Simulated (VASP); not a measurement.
# LiCl (Fm-3m) in VASP: notebook, part 2 of 2

VASP 6.6.1.

### Step 3. Single point, PBE

INCAR

```
SYSTEM = LiCl
PREC = Accurate
ENCUT = 520
EDIFF = 1E-6
ISMEAR = 0
SIGMA = 0.016
LREAL = .FALSE.
LASPH = .TRUE.
NELM = 60
ALGO = Normal
ISIF = 2
LWAVE = .FALSE.
LCHARG = .FALSE.
GGA = PE
NBANDS = 12
```

KPOINTS

```
Automatic mesh
0
G
  9 9 9
  0 0 0
```

POSCAR

```
LiCl
1.0
    0.0000000000      2.5647700000      2.5647700000
    2.5647700000      0.0000000000      2.5647700000
    2.5647700000      2.5647700000      0.0000000000
Cl Li
1 1
Direct
    0.5000000000      0.5000000000      0.5000000000
    0.0000000000      0.0000000000      0.0000000000
```

Potentials or basis: VASP PAW PBE potentials, release 64 (Cl, Li_sv).

Command:

```
$ cat potpaw_PBE.64/Cl/POTCAR potpaw_PBE.64/Li_sv/POTCAR > POTCAR
$ mpirun -np 1 vasp_std > vasp.out
```

OUTCAR:

```text
SYSTEM = LiCl
   PREC = Accurate
   ENCUT = 520
   EDIFF = 1E-6
   ISMEAR = 0
   LREAL = .FALSE.
   LASPH = .TRUE.
   NELM = 60
   ISIF = 2
   GGA = PE

 ion  position               nearest neighbor table
   1  0.500  0.500  0.500-   2 2.56   2 2.56   2 2.56   2 2.56   2 2.56   2 2.56
   2  0.000  0.000  0.000-   1 2.56   1 2.56   1 2.56   1 2.56   1 2.56   1 2.56

  LATTYP: Found a face centered cubic cell.
 ALAT       =     5.1295400000

  Lattice vectors:

 A1 = (   0.0000000000,   2.5647700000,   2.5647700000)
 A2 = (   2.5647700000,   0.0000000000,   2.5647700000)
 A3 = (   2.5647700000,   2.5647700000,   0.0000000000)

Analysis of symmetry for initial positions (statically):
=====================================================================
 Subroutine PRICEL returns:
 Original cell was already a primitive cell.

 Routine SETGRP: Setting up the symmetry group for a
 face centered cubic supercell.

 Subroutine GETGRP returns: Found 48 space group operations
 (whereof 48 operations were pure point group operations)
 out of a pool of 48 trial point group operations.

The static configuration has the point symmetry O_h .

Analysis of symmetry for dynamics (positions and initial velocities):
[... 178 lines left out ...]
     11      15.1095      0.00000
     12      15.1507      0.00000
[... 331 lines left out ...]
 k-point    24 :       0.4444    0.4444    0.0000
  band No.  band energies     occupation
      1     -42.9398      2.00000
      2     -12.0333      2.00000
      3      -2.2292      2.00000
      4      -0.4920      2.00000
      5      -0.4920      2.00000
      6       8.5227      0.00000
      7       8.9362      0.00000
      8      12.7396      0.00000
      9      14.5460      0.00000
     10      14.5461      0.00000
     11      17.4935      0.00000
     12      19.3285      0.00000

 [... further k-points ...]

------------------------ aborting loop because EDIFF is reached ----------------------------------------

  FORCE on cell =-STRESS in cart. coord.  units (eV):
  Direction    XX          YY          ZZ          XY          YZ          ZX
  --------------------------------------------------------------------------------------
  -------------------------------------------------------------------------------------
  Total        0.0634016      0.0634016      0.0634016     -0.0000000      0.0000000     -0.0000000
  in kB        3.0104794      3.0104794      3.0104794     -0.0000000      0.0000000     -0.0000000
  external PRESSURE =       3.0104794 kB  Pullay stress =       0.0000000 kB

 VOLUME and BASIS-vectors are now :
 -----------------------------------------------------------------------------
  energy-cutoff  :      520.00
  volume of cell :       33.74
      direct lattice vectors                 reciprocal lattice vectors
     0.000000000  2.564770000  2.564770000    -0.194949255  0.194949255  0.194949255
     2.564770000  0.000000000  2.564770000     0.194949255 -0.194949255  0.194949255
     2.564770000  2.564770000  0.000000000     0.194949255  0.194949255 -0.194949255

 POSITION                                       TOTAL-FORCE (eV/Angst)
 -----------------------------------------------------------------------------------
      2.56477      2.56477      2.56477        -0.000000     -0.000000      0.000000
      0.00000      0.00000      0.00000         0.000000      0.000000     -0.000000
 -----------------------------------------------------------------------------------
    total drift:                                0.000000      0.000000      0.000000

  FREE ENERGIE OF THE ION-ELECTRON SYSTEM (eV)
  ---------------------------------------------------
  free  energy   TOTEN  =        -7.3857509021 eV

  energy  without entropy=       -7.3857509021  energy(sigma->0) =       -7.38575090
```

It took 6.7 s on 1 thread of Intel Xeon 6975P-C (Granite Rapids), shared host; peak memory 0.15 GiB.

What came out:

```yaml
Free_energy: -7.3858 eV
Band_gap_on_the_k_mesh: 6.34 eV, direct
```

Caveat: the cutoff is under 1.25 times the usual one of these potentials, so pressure, stress and relaxed cells hold a basis-set (Pulay) error. A k mesh can miss the band edges.

### Step 4. Single point, PBEsol

INCAR

```
ALGO = Normal ; EDIFF = 1E-6
ENCUT = 520 ; GGA = PS
ISIF = 2 ; ISMEAR = -1
LASPH = True ; LCHARG = False
LREAL = False ; LWAVE = False
NBANDS = 12 ; NELM = 60
PREC = Accurate ; SIGMA = 0.05
```

KPOINTS

```
k-points
0
Gamma
  9 9 9
```

POSCAR is that of step 3.

Command:

```
$ cat potpaw_PBE.64/Cl/POTCAR potpaw_PBE.64/Li_sv/POTCAR > POTCAR
$ mpirun -np 1 vasp_std > vasp.out
```

It took 5.7 s on 1 thread of Intel Xeon 6975P-C (Granite Rapids), shared host; peak memory 0.15 GiB.

Results (log left out):

```
Free energy            : -7.6344 eV
Band gap on the k mesh : 6.14 eV, direct
```

Levels at points of the mesh, in eV from the valence-band top:
| k point | band 3 | band 4 | band 5 | band 6 | band 7 | band 8 |
| --- | --- | --- | --- | --- | --- | --- |
| (0.00, 0.00, 0.00) | 0.00 | 0.00 | 0.00 | 6.14 | 11.81 | 11.81 |

Caveat: the cutoff is under 1.25 times the usual one of these potentials, so pressure, stress and relaxed cells hold a basis-set (Pulay) error; the PAW data sets were made with another functional, which shifts forces and pressure a little. A k mesh can miss the band edges.

### Step 5. Single point, PBE

INCAR

```
PREC = Accurate ; ENCUT = 520
EDIFF = 1E-7 ; ISMEAR = 0
SIGMA = 0.012 ; LREAL = F
LASPH = T ; NELM = 60
ALGO = Normal ; ISIF = 2
LWAVE = F ; LCHARG = F
GGA = PE ; NBANDS = 12
```

KPOINTS

```
regular mesh
0
Gamma
  9 9 9
```

POSCAR is that of step 4.

Command:

```
$ cat potpaw_PBE.64/Cl/POTCAR potpaw_PBE.64/Li_sv/POTCAR > POTCAR
$ mpirun -np 1 vasp_std > vasp.out
```

Run time: 6.9 s. Hardware: 1 thread of Intel Xeon 6975P-C (Granite Rapids), shared host; peak memory 0.15 GiB.

Results (log left out):

- Free energy: -7.3858 eV
- Band gap on the k mesh: 6.34 eV, direct

Levels at points of the mesh, in eV from the valence-band top:
| k point | band 3 | band 4 | band 5 | band 6 | band 7 | band 8 |
| --- | --- | --- | --- | --- | --- | --- |
| (0.00, 0.00, 0.00) | 0.00 | 0.00 | 0.00 | 6.34 | 11.94 | 11.94 |

Caveat: the cutoff is under 1.25 times the usual one of these potentials, so pressure, stress and relaxed cells hold a basis-set (Pulay) error. A k mesh can miss the band edges.

### Step 6. Overview

| level | smearing | gap on the mesh (eV) |
| --- | --- | --- |
| PBE | gaussian 0.03 eV | 6.34 |
| PBE | gaussian 0.016 eV | 6.34 |
| PBEsol | fermi-dirac 0.05 eV | 6.14 |
| PBE | gaussian 0.012 eV | 6.34 |

Alike in all rows: task single point; potentials or basis VASP PAW PBE potentials, release 64 (Cl, Li_sv); no spin polarisation; cell as given; k mesh 9 × 9 × 9; cutoff (eV) 520.

On the cell as given the gap runs from 6.14 eV (PBEsol) to 6.34 eV (PBE).

Caveats: the cutoff is under 1.25 times the usual one of these potentials, so pressure, stress and relaxed cells hold a basis-set (Pulay) error; the PAW data sets were made with another functional, which shifts forces and pressure a little (some runs).

Absolute energies hang on the potentials; compare differences alone.
